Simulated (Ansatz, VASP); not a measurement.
ScAl in VASP and in Ansatz

```xyz
2
Lattice="3.3691 0.0000 0.0000 0.0000 3.3691 0.0000 0.0000 0.0000 3.3691" Properties=species:S:1:pos:R:3 pbc="T T T"
Sc    1.5795    1.6845    1.6845
Al    0.1750    0.0000    0.0000
```

Change from the starting cell: mode 4 (294.4 1/cm) frozen in, largest displacement +0.175 Å.

Alike in both runs: task single point; functional r2SCAN; k mesh 18 × 18 × 18; occupations gaussian, width 0.15 eV; no spin polarisation.

|  | VASP | Ansatz |
| --- | --- | --- |
| version | VASP 6.6.1 | Ansatz 0.2.0 |
| potentials or method | VASP PAW PBE potentials, release 64 (Sc_sv, Al), cutoff 520 eV | scalar-relativistic, plane waves, PAW |
| valence electrons in the cell | 14 | 14 |

|  | VASP | Ansatz | Ansatz less VASP |
| --- | --- | --- | --- |
| gap on the k mesh at the Fermi level (eV) | none | none | - |
| pressure (GPa) | 2.4 | 2.2 | -0.17 |
| traceless stress, the component that is largest in VASP (GPa) | -0.99 | -0.96 | +0.030 |
| rms of the force components (eV/Å) | 0.864 | 0.859 | -0.0055 |

VASP's potentials were made for PBE, not for r2SCAN. Atom by atom the forces differ by 0.006 eV/Å (rms over components). A gap of «none» marks a metal or a gap that the smearing closes.
